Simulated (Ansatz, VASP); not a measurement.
**CaO in VASP and in Ansatz**

The input INCAR:

```
ALGO = Normal ; EDIFF = 1E-6
ENCUT = 520 ; GGA = PE
ISIF = 2 ; ISMEAR = 0
LASPH = True ; LCHARG = False
LREAL = False ; LWAVE = False
NBANDS = 24 ; NELM = 80
PREC = Accurate ; SIGMA = 0.05
```

The input KPOINTS:

```
k-points
0
Gamma
  9 9 6
```

File POSCAR:

```
CaO
1.0
    4.4986505453      0.0000000000      0.0000000000
   -2.2493252727      3.1329527818      0.0000000000
    0.0000000000      0.0000000000      4.6793913223
Ca O
2 2
Direct
    0.3333333333      0.6666666667      0.7500000000
    0.6666666667      0.3333333333      0.2500000000
    0.3333333333      0.6666666667      0.2500000000
    0.6666666667      0.3333333333      0.7500000000
```

Input for Ansatz:

```yaml
crystal:
  lattice:
    - [4.4986505453, 0.0, 0.0]
    - [-2.2493252727, 3.1329527818, 0.0]
    - [0.0, 0.0, 4.6793913223]
  atoms:
    - { symbol: Ca, position: [0.3333333333, 0.6666666667, 0.75] }
    - { symbol: Ca, position: [0.6666666667, 0.3333333333, 0.25] }
    - { symbol: O, position: [0.3333333333, 0.6666666667, 0.25] }
    - { symbol: O, position: [0.6666666667, 0.3333333333, 0.75] }
basis:
  ecutwfc: 520.0
kpoints:
  mp_grid: { grid: [9, 9, 6] }
hamiltonian:
  xc: pbe
scf:
  occupations: { method: gaussian, width: 0.05 }
output:
  forces: true
  stress: true
  eigenvalues: true
```

Change from the starting cell: strain +e along x and -e along y +0.1100, strain +e along z and -e/2 along x and y -0.0267.

Alike in both runs: task single point; functional PBE; k mesh 9 × 9 × 6; occupations gaussian, width 0.05 eV; no spin polarisation.

```csv
,VASP,Ansatz
version,VASP 6.6.1,Ansatz 0.2.0
potentials or method,"VASP PAW PBE potentials, release 64 (Ca_sv, O), cutoff 520 eV","scalar-relativistic, plane waves, PAW"
valence electrons in the cell,32,32
```

|  | VASP | Ansatz | Ansatz less VASP |
| --- | --- | --- | --- |
| gap on the k mesh at the Fermi level (eV) | 3.16 | 3.18 | +0.015 |
| least direct gap on the mesh (eV) | 3.16 | 3.18 | +0.015 |
| pressure (GPa) | 4.4 | 3.9 | -0.56 |
| traceless stress, the component that is largest in VASP (GPa) | -10.69 | -10.33 | +0.360 |
| rms of the force components (eV/Å) | 0.960 | 0.919 | -0.0415 |

Atom by atom the forces differ by 0.042 eV/Å (rms over components).
